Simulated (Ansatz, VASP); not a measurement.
C in VASP and in Ansatz

Contents of INCAR:

```
PREC = Accurate ; ENCUT = 520
EDIFF = 1E-6 ; ISMEAR = -1
SIGMA = 0.1 ; LREAL = F
LASPH = T ; NELM = 80
ALGO = Normal ; ISIF = 2
LWAVE = F ; LCHARG = F
GGA = PS ; NBANDS = 8
```

The input KPOINTS:

```
Automatic mesh
0
Gamma
  21 21 21
```

Contents of POSCAR:

```
C
1.0
   -1.1720529854      1.1720529854      1.1720529854
    1.1720529854     -1.1720529854      1.1720529854
    1.1720529854      1.1720529854     -1.1720529854
C
1
Direct
    0.0000000000      0.0000000000      0.0000000000
```

Input for Ansatz:

```yaml
crystal:
  lattice:
    - [-1.1720529854, 1.1720529854, 1.1720529854]
    - [1.1720529854, -1.1720529854, 1.1720529854]
    - [1.1720529854, 1.1720529854, -1.1720529854]
  atoms:
    - { symbol: C, position: [0.0, 0.0, 0.0] }
hamiltonian:
  xc: pbesol
  pseudopotentials:
    kind: paw
    azcp:
      C: "pseudopotentials/C.paw.azcp"
basis:
  ecutwfc: 420
  fft_grid_basis: typed
kpoints:
  mp_grid: { grid: [21, 21, 21], shift: [0, 0, 0] }
magnetization:
  spin_polarized: false
scf:
  occupations: { method: fermi_dirac, width: 0.1 }
  lower_state_search: "off"
output:
  stress: true
```

Alike in both runs: task single point; functional PBEsol; k mesh 21 × 21 × 21; occupations fermi-dirac, width 0.1 eV; no spin polarisation.

|  | VASP | Ansatz |
| --- | --- | --- |
| version | VASP 6.6.1 | Ansatz 0.2.0 |
| potentials or method | VASP PAW PBE potentials, release 64 (C), cutoff 520 eV | plane waves (420 eV) with PAW, scalar-relativistic |
| valence electrons in the cell | 4 | 4 |

|  | VASP | Ansatz | Ansatz less VASP |
| --- | --- | --- | --- |
| pressure (GPa) | -0.2 | -0.5 | -0.27 |

VASP's potentials were made for PBE, not for PBEsol, and Ansatz warns of the same on its side.
